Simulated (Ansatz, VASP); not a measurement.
## Two plane-wave programs on W

```
W
1.0
    -1.59730    1.59730    1.59730
     1.59730   -1.59730    1.59730
     1.59730    1.59730   -1.59730
W
1
Cartesian
  0.0000 0.0000 0.0000
```

Alike in both runs: task relaxation of cell and atoms; functional PBE; dispersion D3(BJ); k mesh 8 × 8 × 8; occupations gaussian, width 0.1 eV; no spin polarisation.

|  | VASP | Ansatz |
| --- | --- | --- |
| version | VASP 6.6.1 | Ansatz 0.2.0 |
| potentials or method | VASP PAW PBE potentials, release 64 (W_sv), cutoff 500 eV | scalar-relativistic, plane waves, PAW |
| valence electrons in the cell | 14 | 14 |

|  | VASP | Ansatz | Ansatz less VASP |
| --- | --- | --- | --- |
| gap on the k mesh at the Fermi level, each at its own relaxed structure (eV) | none | none | - |
| relaxed volume (Å³/atom) | 15.84 | 15.78 | -0.054 |
| relaxed cell length with the largest relative difference (Å) | 2.740 | 2.737 | -0.0031 |

A gap of «none» marks a metal or a gap that the smearing closes.

Neither program's run includes spin-orbit coupling.
